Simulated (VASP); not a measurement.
Ni, 4 atoms in the cell. Symmetry: P6_3/mmc, No. 194, hexagonal system. The conventional cell has a = 2.356 Å, b = 2.356 Å, c = 7.726 Å, α = 90.00°, β = 90.00°, γ = 120.00°. Within 3.1 Å of Ni (site symmetry -3m) lie 12 Ni at 2.36 Å. Ni (site symmetry -6m2) has 12 Ni at 2.36 Å within 3.1 Å.  This cell differs from its parent crystal: volume scaled by 0.88.

```yaml
Program: VASP 6.6.1
Task: single point
Functional: r2SCAN
Potentials_or_basis: VASP PAW PBE potentials, release 64 (Ni)
Cutoff: 520 eV
k_mesh: 16 × 16 × 5
Occupations: fermi-dirac, width 0.05 eV
Spin: collinear spin, ferromagnetic start
Starting_moments: "[-0.804, -0.804, -0.777, -0.777] μB"
Dipole_correction: no
Further_INCAR_settings: ALGO = Normal; EDIFF = 1e-07; NBANDS = 32
```

Potentials or basis: VASP PAW PBE potentials, release 64 (Ni).

The run is started by

```bash
$ cat potpaw_PBE.64/Ni/POTCAR > POTCAR
$ cp INCAR.step1 INCAR
$ mpirun -np 1 vasp_std > vasp.out
$ cp INCAR.step2 INCAR
$ mpirun -np 1 vasp_std > vasp.out
```

Hardware: 1 thread of Intel(R) Xeon(R) 6975P-C (Granite Rapids), on a shared host.

How long does it take, and how much memory?

Wall time 8.7 min on 1 thread of Intel(R) Xeon(R) 6975P-C (Granite Rapids), with other jobs on the host, peak memory 0.27 GiB. Counts: k points 90.
